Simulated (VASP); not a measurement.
**Mo: single point with r2SCAN**

Crystal: Mo.

```
Mo
1.0
     0.00000    2.01500    2.01500
     2.01500    0.00000    2.01500
     2.01500    2.01500    0.00000
Mo
1
Direct
  0.00000 0.00000 0.00000
```

```json
{"Program": "VASP 6.6.1", "Task": "single point", "Functional": "r2SCAN", "Potentials or basis": "VASP PAW PBE potentials, release 64 (Mo_sv)", "Cutoff": "520 eV", "k mesh": "22 × 22 × 22", "Occupations": "gaussian, width 0.15 eV", "Spin": "no spin polarisation"}
```

The pressure is -6.6 GPa. The band gap on the k mesh is zero (band 7 reaches 15.41 eV, above the bottom of band 8 at 10.70 eV).

Levels at points of the mesh, in eV from the Fermi level:
```csv
k point,band 4,band 5,band 6,band 7,band 8,band 9,band 10,band 11
"(0.00, 0.00, 0.00)",-35.27,-7.09,-0.73,-0.73,-0.73,2.12,2.12,13.57
"(0.50, 0.00, 0.00)",-35.44,-4.78,-0.84,-0.84,1.40,4.11,4.11,11.34
"(0.50, 0.50, 0.00)",-35.74,-5.04,-4.42,3.98,4.14,4.64,4.64,12.95
```

It took 8.8 min on 1 thread of AMD EPYC 7R13 Processor (Zen 3), with other jobs on the host, peak memory 0.16 GiB.

Caveat: the PAW data sets were made with another functional, which shifts forces and pressure a little.
